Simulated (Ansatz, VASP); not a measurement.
## Two plane-wave programs on PdPt2Se6

```
Pd Pt Se
1.0
    -3.24711    5.62416    0.00000
    -6.49422    0.00000    0.00000
    -3.24711    1.87472    6.24876
Pd Pt Se
1 2 6
Direct
  0.00000 0.00000 0.00000
  0.33328 0.33328 0.00016
  0.66672 0.66672 0.99984
  0.06988 0.40323 0.79080
  0.40323 0.73609 0.79080
  0.73609 0.06988 0.79080
  0.26391 0.93012 0.20920
  0.59677 0.26391 0.20920
  0.93012 0.59677 0.20920
```

Alike in both runs: task single point; functional PBE; k mesh 4 × 4 × 4; occupations gaussian, width 0.1 eV; no spin polarisation.

|  | VASP | Ansatz |
| --- | --- | --- |
| version | VASP 6.6.1 | Ansatz 0.2.0 |
| potentials or method | VASP PAW PBE potentials, release 64 (Pd, Pt, Se), cutoff 520 eV | scalar-relativistic, plane waves, PAW |
| valence electrons in the cell | 66 | 150 |

|  | VASP | Ansatz | Ansatz less VASP |
| --- | --- | --- | --- |
| gap on the k mesh at the Fermi level (eV) | 0.50 | 0.51 | +0.011 |
| least direct gap on the mesh (eV) | 0.69 | 0.71 | +0.011 |
| pressure (GPa) | 0.0 | 0.0 | +0.02 |

VASP's potentials hold 66 valence electrons a cell and Ansatz's 150, so a difference there can come from the potentials and not from the codes.

Spin-orbit coupling is off throughout.
